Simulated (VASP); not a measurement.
Wanted: the native input for a VASP 6.6.1 run.

| Property | Result |
| --- | --- |
| Task | single point |
| Functional | PBE |
| Potentials or basis | VASP PAW PBE potentials, release 64 (Si, Ge_d) |
| Cutoff | 520 eV |
| k mesh | 6 × 6 × 6 |
| Occupations | gaussian, width 0.1 eV |
| Spin | no spin polarisation |
| Dipole correction | no |
| Further INCAR settings | ALGO = Normal; EDIFF = 1e-07; NBANDS = 21 |

The structure of Si3Ge lies in POSCAR:

```
Si3Ge
1.0
    1.3339270773      0.7701431553     10.7080919278
   -1.3339270773      0.7701431553     10.7080919278
    0.0000000000     -1.5402863163     10.7080919274
Si Ge
3 1
Direct
    0.7525262924      0.7525262924      0.7525262924
    0.2474737076      0.2474737076      0.2474737076
    0.5000000000      0.5000000000      0.5000000000
    0.0000000000      0.0000000000      0.0000000000
```

These files were run (other wordings do the same):

INCAR

```
SYSTEM = Si3Ge
ALGO = Normal
EDIFF = 1E-7
ENCUT = 520
GGA = PE
ISIF = 2
ISMEAR = 0
LASPH = .True.
LCHARG = .False.
LREAL = .False.
LWAVE = .False.
NBANDS = 21
NELM = 80
PREC = Accurate
SIGMA = 0.1
```

KPOINTS

```
k-points
0
Gamma
  6 6 6
  0 0 0
```

Potentials or basis: VASP PAW PBE potentials, release 64 (Si, Ge_d).

Command:

```console
$ cat potpaw_PBE.64/Si/POTCAR potpaw_PBE.64/Ge_d/POTCAR > POTCAR
$ mpirun -np 1 vasp_std > vasp.out
```

It gave:

| Quantity | Value |
| --- | --- |
| Pressure | 0.1 GPa |
| Largest force | 0.008 eV/Å |
| Band gap on the k mesh | zero (bands 13 and 14 overlap by 7.55 eV) |

Caveat: the k points lie up to 0.45 Å⁻¹ apart, too coarse for converged energies and pressures of a metal.

Wall time 6.2 min on 1 thread of Intel(R) Xeon(R) 6975P-C (Granite Rapids) (shared host), peak memory 0.9 GiB.
